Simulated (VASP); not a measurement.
# SrCl2 (Fm-3m) in VASP: notebook

Runs on SrCl2. Level: PBE. Tasks: single point.

Program: VASP 6.6.1. These are calculated values, not measurements. Logs are shortened: lines on timing, memory, paths and dates and some standing lists are left out, and cuts for length are marked.

## Step 1: The cell of the first run

It takes space group Fm-3m (No. 225, cubic). The conventional cell has a = 6.745 Å, b = 6.745 Å, c = 6.745 Å, α = 90.00°, β = 90.00°, γ = 90.00°. Within 3.8 Å of Sr (site symmetry m-3m) lie 8 Cl at 2.92 Å. Within 3.8 Å of Cl (site symmetry -43m) lie 4 Sr at 2.92 Å and 6 Cl at 3.37 Å.

## Step 2: Single point, PBE (volume scaled by 0.88)

File INCAR:

```
ALGO     = Normal         # electronic algorithm
EDIFF    = 1E-7           # SCF threshold, eV
ENCUT    = 520            # plane-wave cutoff, eV
GGA      = PE             # functional
ISIF     = 2              # what is computed and relaxed
ISMEAR   = 0              # smearing method
LASPH    = T              # aspherical terms in the spheres
LCHARG   = F              # write CHGCAR
LREAL    = F              # projectors in reciprocal space
LWAVE    = F              # write WAVECAR
NBANDS   = 19             # bands
NELM     = 60             # most SCF steps
PREC     = Accurate       # precision mode
SIGMA    = 0.02           # smearing width, eV
```

File KPOINTS:

```
k-points
0
Gamma
  6 6 6
```

File POSCAR:

```
SrCl2
1.0
    0.0000000000      3.3724062102      3.3724062102
    3.3724062102      0.0000000000      3.3724062102
    3.3724062102      3.3724062102      0.0000000000
Sr Cl
1 2
Direct
    0.0000000000      0.0000000000      0.0000000000
    0.2500000000      0.2500000000      0.2500000000
    0.7500000000      0.7500000000      0.7500000000
```

Potentials or basis: VASP PAW PBE potentials, release 64 (Sr_sv, Cl).

Run with:

```sh
$ cat potpaw_PBE.64/Sr_sv/POTCAR potpaw_PBE.64/Cl/POTCAR > POTCAR
$ mpirun -np 1 vasp_std > vasp.out
```

OUTCAR:

```text
EDIFF = 1E-7
   ENCUT = 520
   GGA = PE
   ISIF = 2
   ISMEAR = 0
   LASPH = T
   LREAL = F
   NELM = 60
   PREC = Accurate

 ion  position               nearest neighbor table
   1  0.000  0.000  0.000-   2 2.92   3 2.92   3 2.92   3 2.92   3 2.92   2 2.92   2 2.92   2 2.92

   2  0.250  0.250  0.250-   1 2.92   1 2.92   1 2.92   1 2.92
   3  0.750  0.750  0.750-   1 2.92   1 2.92   1 2.92   1 2.92

  LATTYP: Found a face centered cubic cell.
 ALAT       =     6.7448124204

  Lattice vectors:

 A1 = (   0.0000000000,   3.3724062102,   3.3724062102)
 A2 = (   3.3724062102,   0.0000000000,   3.3724062102)
 A3 = (   3.3724062102,   3.3724062102,   0.0000000000)

Analysis of symmetry for initial positions (statically):
=====================================================================
 Subroutine PRICEL returns:
 Original cell was already a primitive cell.

 Routine SETGRP: Setting up the symmetry group for a
 face centered cubic supercell.

 Subroutine GETGRP returns: Found 48 space group operations
 (whereof 48 operations were pure point group operations)
 out of a pool of 48 trial point group operations.

The static configuration has the point symmetry O_h .

Analysis of symmetry for dynamics (positions and initial velocities):
=====================================================================
 Subroutine PRICEL returns:
 Original cell was already a primitive cell.

 Routine SETGRP: Setting up the symmetry group for a
 face centered cubic supercell.

 Subroutine GETGRP returns: Found 48 space group operations
 (whereof 48 operations were pure point group operations)
 out of a pool of 48 trial point group operations.

The dynamic configuration has the point symmetry O_h .

 Subroutine INISYM returns: Found 48 space group operations
 (whereof 48 operations are pure point group operations),
 and found     1 'primitive' translations

----------------------------------------------------------------------------------------

                                     Primitive cell

  volume of cell :      76.7096

  direct lattice vectors                    reciprocal lattice vectors
     0.000000000  3.372406210  3.372406210    -0.148262092  0.148262092  0.148262092
     3.372406210  0.000000000  3.372406210     0.148262092 -0.148262092  0.148262092
     3.372406210  3.372406210  0.000000000     0.148262092  0.148262092 -0.148262092
[... 74 lines left out ...]
   LASPH  =      T    aspherical Exc in radial PAW
   ENCUT  =  520.0 eV  38.22 Ry    6.18 a.u.   8.87  8.87  8.87*2*pi/ulx,y,z
   NELM   =     60;   NELMIN=  2; NELMDL= -5     # of ELM steps
   EDIFF  = 0.1E-06   stopping-criterion for ELM
   LREAL  =      F    real-space projection
   EDIFFG = 0.1E-05   stopping-criterion for IOM
   NSW    =      0    number of steps for IOM
   IBRION =     -1    ionic relax: 0-MD 1-quasi-New 2-CG
   NFREE  =      0    steps in history (QN), initial steepest desc. (CG)
   ISIF   =      2    stress and relaxation
   ISYM   =      2    0-nonsym 1-usesym 2-fastsym
   POTIM  = 0.5000    time-step for ionic-motion
   TEBEG  =    0.0;   TEEND  =   0.0 temperature during run
   PSTRESS=    0.0 pullay stress
   NELECT =      24.0000    total number of electrons
   NUPDOWN=      -1.0000    fix difference up-down
   EMIN   =  10.00;   EMAX   =-10.00  energy-range for DOS
   EFERMI =   0.00;   METHOD = LEGACY
   ISMEAR =     0;   SIGMA  =   0.02  broadening in eV -4-tet -1-fermi 0-gaus
   EFERMI_NEDOS =   21; number of points for ismear=-14 and -15
   IALGO  =     38    algorithm
   IMIX   =      4    mixing-type and parameters
     AMIX     =   0.40;   BMIX     =  1.00
     AMIX_MAG =   1.60;   BMIX_MAG =  1.00
  volume/ion in A,a.u.               =      25.57       172.55
  Fermi-wavevector in a.u.,A,eV,Ry     =   1.111379  2.100201 16.805405  1.235162
  Thomas-Fermi vector in A             =   2.247941
   LORBIT       =      0    0 simple, 1 ext, 2 COOP (PROOUT), +10 PAW based schemes
   GGA     = PE    functional components
   LHFCALC =     F    Hartree Fock is set to
   AEXX    =    0.0000 exact exchange contribution
   IVDW    =     0    specifies the selected vdW correction
   LEPSILON=     F    determine dielectric tensor
   LRPA    =     F    only Hartree local field effects (RPA)
 non-spin polarized calculation
 Gauss-broadening in eV      SIGMA  =   0.02
  energy-cutoff  :      520.00
  volume of cell :       76.71
 maximum number of plane-waves:      2085
   NGX = 17   NGY = 17   NGZ = 17

 number of electron      23.9999996 magnetization

 Free energy of the ion-electron system (eV)
  ---------------------------------------------------
  ext. energy  EPLUGINS =         0.00000000
  ---------------------------------------------------
  free energy    TOTEN  =       -12.61074010 eV

  energy without entropy =      -12.61074010  energy(sigma->0) =      -12.61074010

 E-fermi :   0.9802     XC(G=0):  -8.7290

 val. band max:        0.8631329186   @ k =   0.5000   0.5000   0.0000
 cond. band min:       6.2991830954   @ k =   0.5000   0.5000   0.0000
 fundamental gap:      5.4360501768
 Fermi energy:         0.9802070535

 k-point     1 :       0.0000    0.0000    0.0000
  band No.  band energies     occupation
      1     -31.7133      2.00000
      2     -13.7544      2.00000
      3     -13.7544      2.00000
      4     -13.7544      2.00000
      5     -12.7828      2.00000
      6     -11.7059      2.00000
[... 329 lines left out ...]
      6     -11.7115      2.00000
[... 11 lines left out ...]
     18      11.1268      0.00000
     19      11.4118      0.00000

------------------------ aborting loop because EDIFF is reached ----------------------------------------

  FORCE on cell =-STRESS in cart. coord.  units (eV):
  Direction    XX          YY          ZZ          XY          YZ          ZX
  --------------------------------------------------------------------------------------
  -------------------------------------------------------------------------------------
  Total        2.8479620      2.8479620      2.8479620      0.0000000      0.0000000      0.0000000
  in kB       59.4833120     59.4833120     59.4833120      0.0000000      0.0000000      0.0000000
  external PRESSURE =      59.4833120 kB  Pullay stress =       0.0000000 kB

 VOLUME and BASIS-vectors are now :
 -----------------------------------------------------------------------------
  energy-cutoff  :      520.00
  volume of cell :       76.71
      direct lattice vectors                 reciprocal lattice vectors
     0.000000000  3.372406210  3.372406210    -0.148262092  0.148262092  0.148262092
     3.372406210  0.000000000  3.372406210     0.148262092 -0.148262092  0.148262092
     3.372406210  3.372406210  0.000000000     0.148262092  0.148262092 -0.148262092

 POSITION                                       TOTAL-FORCE (eV/Angst)
 -----------------------------------------------------------------------------------
      0.00000      0.00000      0.00000        -0.000000     -0.000000     -0.000000
      1.68620      1.68620      1.68620         0.000000      0.000000     -0.000000
      5.05861      5.05861      5.05861        -0.000000     -0.000000      0.000000
 -----------------------------------------------------------------------------------
    total drift:                                0.000000      0.000000      0.000000

  FREE ENERGIE OF THE ION-ELECTRON SYSTEM (eV)
  ---------------------------------------------------
  free  energy   TOTEN  =       -12.6107401044 eV

  energy  without entropy=      -12.6107401044  energy(sigma->0) =      -12.61074010
```

OSZICAR:

```text
N       E                     dE             d eps       ncg     rms          rms(c)
DAV:   1     0.143946905789E+03    0.14395E+03   -0.11474E+04   608   0.114E+03
DAV:   2    -0.364371652130E+01   -0.14759E+03   -0.14308E+03   807   0.225E+02
DAV:   3    -0.126533248445E+02   -0.90096E+01   -0.89841E+01   839   0.550E+01
DAV:   4    -0.128614652909E+02   -0.20814E+00   -0.20774E+00   935   0.748E+00
DAV:   5    -0.128647494939E+02   -0.32842E-02   -0.32837E-02   825   0.856E-01    0.164E+01
DAV:   6    -0.125981934905E+02    0.26656E+00   -0.51240E-01   677   0.409E+00    0.104E+01
DAV:   7    -0.126075225545E+02   -0.93291E-02   -0.38327E-01   819   0.373E+00    0.188E+00
DAV:   8    -0.126083140408E+02   -0.79149E-03   -0.57497E-02   696   0.133E+00    0.477E-01
DAV:   9    -0.126092908860E+02   -0.97685E-03   -0.17879E-03   749   0.277E-01    0.178E-01
DAV:  10    -0.126105850412E+02   -0.12942E-02   -0.87541E-04   651   0.174E-01    0.490E-02
DAV:  11    -0.126107176550E+02   -0.13261E-03   -0.95835E-05   757   0.543E-02    0.398E-02
DAV:  12    -0.126107401417E+02   -0.22487E-04   -0.29441E-05   661   0.277E-02    0.847E-03
DAV:  13    -0.126107401044E+02    0.37282E-07   -0.48198E-07   845   0.466E-03
   1 F= -.12610740E+02 E0= -.12610740E+02  d E =-.205892E-18
```

stdout:

```text
POSCAR found type information on POSCAR SrCl
 POSCAR found :  2 types and       3 ions
 scaLAPACK will be used
 LDA part: xc-table for (Slater+PW92), standard interpolation
 POSCAR, INCAR and KPOINTS ok, starting setup
 FFT: planning ... GRIDC
 FFT: planning ... GRID_SOFT
 FFT: planning ... GRID
 WAVECAR not read
 entering main loop
```

It took 23 s on 1 thread of Intel Xeon Platinum 8488C (Sapphire Rapids), shared host; peak memory 0.2 GiB.

What came out:

* Free energy: -12.6107 eV
* Pressure: 5.9 GPa
* Band gap on the k mesh: 5.44 eV, direct

Levels at points of the mesh, in eV from the valence-band top:
```csv
k point,band 10,band 11,band 12,band 13,band 14,band 15
"(0.00, 0.00, 0.00)",-0.38,-0.38,-0.38,5.74,6.03,6.03
"(0.50, 0.00, 0.00)",-1.51,-1.19,-1.19,6.77,6.77,7.85
"(0.50, 0.50, 0.00)",-0.49,-0.49,0.00,5.44,7.31,7.84
```

[end of part 1 of 2]
